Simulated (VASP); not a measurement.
Runs of VASP 6.6.1 on Ta2N. The structure is that of space group P-3m1 (No. 164), or close to it. The cells are those of the table. 

```tsv
cell	gap on the mesh (eV)	pressure (GPa)	largest force (eV/Å)
a = 3.035, b = 3.035, c = 4.873 Å, angles 90.0, 90.0, 120.0°, 3 atoms	none	1.0	0.26
a = 3.089, b = 3.089, c = 4.703 Å, angles 90.0, 90.0, 120.0°, 3 atoms	none	1.1	0.16
a = 3.008, b = 3.008, c = 4.961 Å, angles 90.0, 90.0, 120.0°, 3 atoms	none	1.2	0.46
a = 3.088, b = 3.088, c = 4.456 Å, angles 90.0, 90.0, 120.0°, 3 atoms	none	21.4	0.20
a = 3.115, b = 3.115, c = 4.871 Å, angles 90.0, 90.0, 120.0°, 3 atoms	none	-14.0	0.29
a = 2.980, b = 2.980, c = 4.785 Å, angles 90.0, 90.0, 120.0°, 3 atoms	none	20.8	0.74
a = 3.034, b = 3.034, c = 4.744 Å, angles 90.0, 90.0, 120.0°, 3 atoms	none	(b)	0.26
a = 2.953, b = 2.953, c = 4.871 Å, angles 90.0, 90.0, 120.0°, 3 atoms	none	21.1	0.97
a = 3.143, b = 3.143, c = 4.785 Å, angles 90.0, 90.0, 120.0°, 3 atoms	none	(a)	0.48
```

Alike in all rows: task single point; level LDA; potentials or basis VASP PAW LDA potentials, release 64 (Ta_sv_GW, N); no spin polarisation; k mesh 18 × 18 × 10; cutoff (eV) 700; smearing gaussian 0.15 eV.

**Question.** Fill in the values left out.

**Answer.** (a) -13.8; (b) 10.2.

Caveats: spin-orbit coupling is left out, which moves the levels of the heavy elements; the stress differs along the axes, from -3 to 3 GPa (at least some runs); the stress differs along the axes, from -1 to 5 GPa (at least some runs); the stress differs along the axes, from -6 to 5 GPa (at least some runs); the stress differs along the axes, from 14 to 37 GPa (at least some runs); the cell stands under tension (at least some runs); the stress differs along the axes, from 16 to 23 GPa (at least some runs).

A k mesh can miss the band edges, and the runs leave out spin-orbit coupling on Ta.

A gap of «none» marks levels without a gap at the run's occupations.
